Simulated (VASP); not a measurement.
# Ti8HO16 (a cell with a defect) in VASP: further runs, part 2 of 2

VASP 6.6.1.

## Step 3: Single point, LDA

File INCAR:

```
SYSTEM = Ti8HO16
ALGO = Normal
EDIFF = 1E-6
ENCUT = 520
GGA = CA
ISIF = 2
ISMEAR = 0
LASPH = .True.
LCHARG = .False.
LREAL = Auto
LWAVE = .False.
NBANDS = 114
NELECT = 192.0
NELM = 100
PREC = Accurate
SIGMA = 0.02
```

File KPOINTS:

```
k-points
0
Gamma
  3 3 3
  0 0 0
```

File POSCAR:

```
Ti8HO16
1.0
   -4.5481520261      4.5481520261      0.0000000000
    4.5481520261      4.5481520261      0.0000000000
    0.0000000000     -4.5481520261     -5.8342651417
Ti O H
8 16 1
Direct
    0.2366260269      0.7488371374      0.5032237872
    1.0185180299      0.5173175452      1.0150664833
    0.7536782124      0.2522514820      0.4849268813
    0.4836082420     -0.0043648924      0.9967625500
    0.6247440078      0.6313739533      0.2497646172
    0.3973541583      0.3778000625      0.7499890550
    0.1252559175      0.1315872802      0.2502152310
    0.8504812186      0.8525495311      0.7500065379
    0.1225178207      0.8225159698      0.2538506503
    0.8666481234      0.5619975770      0.7499823703
    0.6186945458      0.3186781892      0.2461317690
    0.3525115521      0.0728247710      0.7500123655
    0.7038014966      0.4882229508     -0.0001962544
    0.4540372695      0.2383986993      0.5002071262
    0.1934928183     -0.0145589342     -0.0010205227
    0.9444802912      0.7364505256      0.5010049987
    0.5518900481      0.7568955084      0.4983638778
    0.3079418768      0.5072127004      0.9984518801
    0.0595075851      0.2587403712      0.5015149173
    0.8035633976      0.0085165347      1.0016646241
    0.1353575859      0.4289766189      0.2504143992
    0.9186414935      0.1658704823      0.7500200786
    0.6349543862      0.9285740788      0.2495759045
    0.3877301933      0.6789625427      0.7499933400
    0.0733933258      0.1440807167      0.7500949809
```

Potentials or basis: VASP PAW LDA potentials, release 64 (Ti_sv, O, H).

Launch:

```console
> cat potpaw_LDA.64/Ti_sv/POTCAR potpaw_LDA.64/O/POTCAR potpaw_LDA.64/H/POTCAR > POTCAR
> mpirun -np 1 vasp_std > vasp.out
```

OUTCAR:

```text
SYSTEM = Ti8HO16
   EDIFF = 1E-6
   ENCUT = 520
   GGA = CA
   ISIF = 2
   ISMEAR = 0
   LASPH = .True.
   LREAL = Auto
   NELECT = 192.0
   NELM = 100
   PREC = Accurate

 ion  position               nearest neighbor table
   1  0.237  0.749  0.503-  16 1.87  24 1.91  12 1.93   9 1.94  21 1.94  17 2.04   2 2.85   4 2.88

   2  0.019  0.517  0.015-   9 1.84  21 1.91  18 1.92  10 1.93  13 1.98  22 2.10   1 2.85
   3  0.754  0.252  0.485-  11 1.84  23 1.91  19 1.92  10 1.93  14 1.98  22 2.10   4 2.85
   4  0.484  0.996  0.997-  15 1.87  24 1.91  12 1.93  11 1.94  23 1.94  20 2.04   3 2.85   1 2.88

   5  0.625  0.631  0.250-  23 1.91  18 1.91  17 1.93  16 1.93  13 1.97  11 2.00   6 2.92
   6  0.397  0.378  0.750-  14 1.87  13 1.87  24 1.94  12 1.98  19 2.00  18 2.00   7 2.92   5 2.92

   7  0.125  0.132  0.250-  21 1.91  19 1.91  20 1.93  15 1.93  14 1.96   9 2.00   6 2.92
   8  0.850  0.853  0.750-  20 1.85  17 1.85  10 1.87  15 2.02  16 2.02  22 2.06
   9  0.123  0.823  0.254-   2 1.84   1 1.94   7 2.00
  10  0.867  0.562  0.750-   8 1.87   3 1.93   2 1.93
  11  0.619  0.319  0.246-   3 1.84   4 1.94   5 2.00
  12  0.353  0.073  0.750-   4 1.93   1 1.93   6 1.98
  13  0.704  0.488  1.000-   6 1.87   5 1.97   2 1.98
  14  0.454  0.238  0.500-   6 1.87   7 1.96   3 1.98
  15  0.193  0.985  0.999-   4 1.87   7 1.93   8 2.02
  16  0.944  0.736  0.501-   1 1.87   5 1.93   8 2.02
  17  0.552  0.757  0.498-   8 1.85   5 1.93   1 2.04
  18  0.308  0.507  0.998-   5 1.91   2 1.92   6 2.00
  19  0.060  0.259  0.502-   7 1.91   3 1.92   6 2.00
  20  0.804  0.009  0.002-   8 1.85   7 1.93   4 2.04
  21  0.135  0.429  0.250-   2 1.91   7 1.91   1 1.94
  22  0.919  0.166  0.750-  25 1.00   8 2.06   2 2.10   3 2.10
  23  0.635  0.929  0.250-   3 1.91   5 1.91   4 1.94
  24  0.388  0.679  0.750-   4 1.91   1 1.91   6 1.94
  25  0.073  0.144  0.750-  22 1.00

  LATTYP: Found a body centered tetragonal cell.
 ALAT       =     6.4320582790
 C/A-ratio  =     1.8141207335

  Lattice vectors:

 A1 = (  -4.5481520261,   0.0000000000,   5.8342651417)
 A2 = (   4.5481520261,   0.0000000000,   5.8342651417)
 A3 = (   0.0000000000,   4.5481520261,  -5.8342651417)

Analysis of symmetry for initial positions (statically):
=====================================================================
 Subroutine PRICEL returns:
 Original cell was already a primitive cell.

 Routine SETGRP: Setting up the symmetry group for a
 body centered tetragonal supercell.

 Subroutine GETGRP returns: Found  1 space group operations
 (whereof  1 operations were pure point group operations)
 out of a pool of 16 trial point group operations.

The static configuration has the point symmetry C_1 .

Analysis of symmetry for dynamics (positions and initial velocities):
=====================================================================
 Subroutine PRICEL returns:
 Original cell was already a primitive cell.

 Routine SETGRP: Setting up the symmetry group for a
 body centered tetragonal supercell.

 Subroutine GETGRP returns: Found  1 space group operations
 (whereof  1 operations were pure point group operations)
 out of a pool of 16 trial point group operations.

The dynamic configuration has the point symmetry C_1 .

 Subroutine INISYM returns: Found  1 space group operations
[... 103 lines left out ...]
 -0.333333  0.000000  0.333333      2.000000
  0.000000  0.333333 -0.000000      2.000000
  0.333333  0.333333 -0.000000      2.000000
  0.333333 -0.333333  0.333333      2.000000
 -0.333333 -0.333333 -0.333333      2.000000
 -0.333333  0.333333  0.333333      2.000000
 -0.333333  0.333333  0.000000      2.000000
  0.333333  0.333333 -0.333333      2.000000
  0.000000  0.000000  0.333333      2.000000
  0.333333  0.000000  0.333333      2.000000
  0.000000 -0.333333 -0.333333      2.000000
   k-points           NKPTS =     14   k-points in BZ     NKDIM =     14   number of bands    NBANDS=    114
   number of dos      NEDOS =    301   number of ions     NIONS =     25
   total plane-waves  NPLWV = 129024
   dimension x,y,z NGX =    48 NGY =   48 NGZ =   56
   dimension x,y,z NGXF=    96 NGYF=   96 NGZF=  112
   ions per type =               8  16   1
   NGX,Y,Z   is equivalent  to a cutoff of  12.41, 12.41, 12.58 a.u.
   NGXF,Y,Z  is equivalent  to a cutoff of  24.81, 24.81, 25.17 a.u.
 SYSTEM =  Ti8HO16
   PREC   = accura    normal or accurate (medium, high low for compatibility)
   ISTART =      0    job   : 0-new  1-cont  2-samecut
   ICHARG =      2    charge: 1-file 2-atom 10-const
   ISPIN  =      1    spin polarized calculation?
   LNONCOLLINEAR =      F non collinear calculations
   LSORBIT =      F    spin-orbit coupling
   LASPH  =      T    aspherical Exc in radial PAW
   ENCUT  =  520.0 eV  38.22 Ry    6.18 a.u.  11.96 11.96 13.75*2*pi/ulx,y,z
   NELM   =    100;   NELMIN=  2; NELMDL= -5     # of ELM steps
   EDIFF  = 0.1E-05   stopping-criterion for ELM
   LREAL  =      T    real-space projection
   EDIFFG = 0.1E-04   stopping-criterion for IOM
   NSW    =      0    number of steps for IOM
[... 5 lines left out ...]
   TEBEG  =    0.0;   TEEND  =   0.0 temperature during run
   PSTRESS=    0.0 pullay stress
   NELECT =     192.0000    total number of electrons
   NUPDOWN=      -1.0000    fix difference up-down
   EMIN   =  10.00;   EMAX   =-10.00  energy-range for DOS
   EFERMI =   0.00;   METHOD = LEGACY
   ISMEAR =     0;   SIGMA  =   0.02  broadening in eV -4-tet -1-fermi 0-gaus
   EFERMI_NEDOS =   21; number of points for ismear=-14 and -15
   IALGO  =     38    algorithm
   IMIX   =      4    mixing-type and parameters
     AMIX     =   0.40;   BMIX     =  1.00
     AMIX_MAG =   1.60;   BMIX_MAG =  1.00
  volume/ion in A,a.u.               =       9.65        65.15
  Fermi-wavevector in a.u.,A,eV,Ry     =   1.516864  2.866457 31.305309  2.300875
  Thomas-Fermi vector in A             =   2.626196
   LORBIT       =      0    0 simple, 1 ext, 2 COOP (PROOUT), +10 PAW based schemes
   GGA     = CA    functional components
   LHFCALC =     F    Hartree Fock is set to
   AEXX    =    0.0000 exact exchange contribution
   IVDW    =     0    specifies the selected vdW correction
   LEPSILON=     F    determine dielectric tensor
   LRPA    =     F    only Hartree local field effects (RPA)
 non-spin polarized calculation
 Gauss-broadening in eV      SIGMA  =   0.02
  energy-cutoff  :      520.00
  volume of cell :      241.37
 maximum number of plane-waves:      6515
   NGX = 23   NGY = 23   NGZ = 27

 number of electron     192.0000015 magnetization

 Free energy of the ion-electron system (eV)
  ---------------------------------------------------
  ext. energy  EPLUGINS =         0.00000000
  ---------------------------------------------------
  free energy    TOTEN  =      -245.50727941 eV

  energy without entropy =     -245.50727941  energy(sigma->0) =     -245.50727941

 E-fermi :   5.0879     XC(G=0): -12.1760

 val. band max:        4.8158416866   @ k =   0.0000   0.0000   0.0000
 cond. band min:       6.8792930139   @ k =   0.0000   0.0000   0.0000
 fundamental gap:      2.0634513273
 Fermi energy:         5.0879051420

 k-point     1 :       0.0000    0.0000    0.0000
  band No.  band energies     occupation
      1     -51.0666      2.00000
      2     -51.0499      2.00000
      3     -51.0472      2.00000
      4     -51.0421      2.00000
      5     -51.0162      2.00000
      6     -50.9891      2.00000
[... 1543 lines left out ...]
    107       8.0104      0.00000
    108       8.0801      0.00000
 [bands above 108 left out]

------------------------ aborting loop because EDIFF is reached ----------------------------------------

  FORCE on cell =-STRESS in cart. coord.  units (eV):
  Direction    XX          YY          ZZ          XY          YZ          ZX
  --------------------------------------------------------------------------------------
  -------------------------------------------------------------------------------------
  Total       -9.9954339     -4.9073183     -3.4779587      3.0076434     -0.0202801     -0.0037951
  in kB      -66.3477394    -32.5738213    -23.0860111     19.9641498     -0.1346153     -0.0251908
  external PRESSURE =     -40.6691906 kB  Pullay stress =       0.0000000 kB

 VOLUME and BASIS-vectors are now :
 -----------------------------------------------------------------------------
  energy-cutoff  :      520.00
  volume of cell :      241.37
      direct lattice vectors                 reciprocal lattice vectors
    -4.548152026  4.548152026  0.000000000    -0.109934760  0.109934760 -0.085700596
     4.548152026  4.548152026  0.000000000     0.109934760  0.109934760 -0.085700596
     0.000000000 -4.548152026 -5.834265142     0.000000000  0.000000000 -0.171401192

 POSITION                                       TOTAL-FORCE (eV/Angst)
 -----------------------------------------------------------------------------------
      2.32961      2.19330     -2.93594        -0.027493      0.053414      0.003274
      2.26862      2.36854     -0.08790        -0.019401     -0.058751      0.095065
     -2.28056      2.36960     -2.82919        -0.014927     -0.070047     -0.095347
      2.32878      2.19440     -5.81538        -0.036575      0.046504      0.003436
      0.03015      4.57705     -1.45719        -0.034007     -0.013873     -0.000783
     -0.08894      0.11445     -4.37564         0.027065     -0.048551      0.001427
[... 17 lines left out ...]
      1.32457      1.44040     -4.37566        -0.038419     -0.026125      0.001726
      0.32150     -2.42244     -4.37625        -0.133793      0.090076     -0.000554
 -----------------------------------------------------------------------------------
    total drift:                                0.044866     -0.011032      0.009487

  FREE ENERGIE OF THE ION-ELECTRON SYSTEM (eV)
  ---------------------------------------------------
  free  energy   TOTEN  =      -245.5072794111 eV

  energy  without entropy=     -245.5072794111  energy(sigma->0) =     -245.50727941
```

Run time: 18 min. Hardware: 1 thread of Intel Xeon Platinum 8488C (Sapphire Rapids), shared host; peak memory 0.42 GiB.

Results:

| Item | Value |
| --- | --- |
| Free energy | -245.5073 eV |
| Largest force | 0.161 eV/Å |

Forces on the atoms (eV/Å):
```
Ti  -0.027  0.053  0.003
Ti  -0.019 -0.059  0.095
Ti  -0.015 -0.070 -0.095
Ti  -0.037  0.047  0.003
Ti  -0.034 -0.014 -0.001
Ti   0.027 -0.049  0.001
Ti  -0.035 -0.012  0.005
Ti  -0.009  0.100 -0.005
O    0.073  0.062 -0.052
O   -0.017 -0.020 -0.002
O    0.075  0.061  0.050
O    0.046  0.024  0.001
O   -0.044  0.034 -0.036
O   -0.045  0.034  0.035
O    0.009 -0.016  0.018
O    0.011 -0.015 -0.018
O    0.074 -0.058  0.051
O    0.012 -0.005  0.025
O    0.009 -0.006 -0.028
O    0.074 -0.060 -0.052
O   -0.027 -0.013 -0.002
O    0.100 -0.068  0.000
O   -0.027 -0.013  0.001
O   -0.038 -0.026  0.002
H   -0.134  0.090 -0.001
```

Caveat: the cell carries a net charge on a neutralising background, which shifts energy and pressure; the cell is charged against a uniform background, so pressure and absolute levels hang on convention.
